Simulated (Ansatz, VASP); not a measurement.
# One calculation of YAl3N4, two programs

```xyz
8
Lattice="3.4059 0.0000 0.0000 0.0000 3.4059 0.0000 0.0000 0.0000 9.6334" Properties=species:S:1:pos:R:3 pbc="T T T"
Y     1.7030    1.7030    0.0000
Al    0.0000    0.0000    7.2250
Al    0.0000    0.0000    2.4083
Al    1.7030    1.7030    4.8167
N     0.0000    0.0000    0.0000
N     1.7030    1.7030    2.4083
N     0.0000    0.0000    4.8167
N     1.7030    1.7030    7.2250
```

Alike in both runs: task single point; functional PBE; k mesh 6 × 6 × 2; occupations gaussian, width 0.1 eV; no spin polarisation.

|  | VASP | Ansatz |
| --- | --- | --- |
| version | VASP 6.6.1 | Ansatz 0.2.0 |
| potentials or method | VASP PAW PBE potentials, release 64 (Y_sv, Al, N), cutoff 520 eV | scalar-relativistic, plane waves, PAW |
| valence electrons in the cell | 40 | 40 |

Ansatz gave:

```
gap on the k mesh at the Fermi level (eV) : none
rms of the force components (eV/Å)        : 0.437
```

Question: Estimate VASP's values.

Answer: gap on the k mesh at the Fermi level (eV): none; rms of the force components (eV/Å): 0.436.

Atom by atom the forces differ by 0.001 eV/Å (rms over components). A gap of «none» marks a metal or a gap that the smearing closes. With one functional, cell and mesh, what is left measures potentials, basis and numerics.
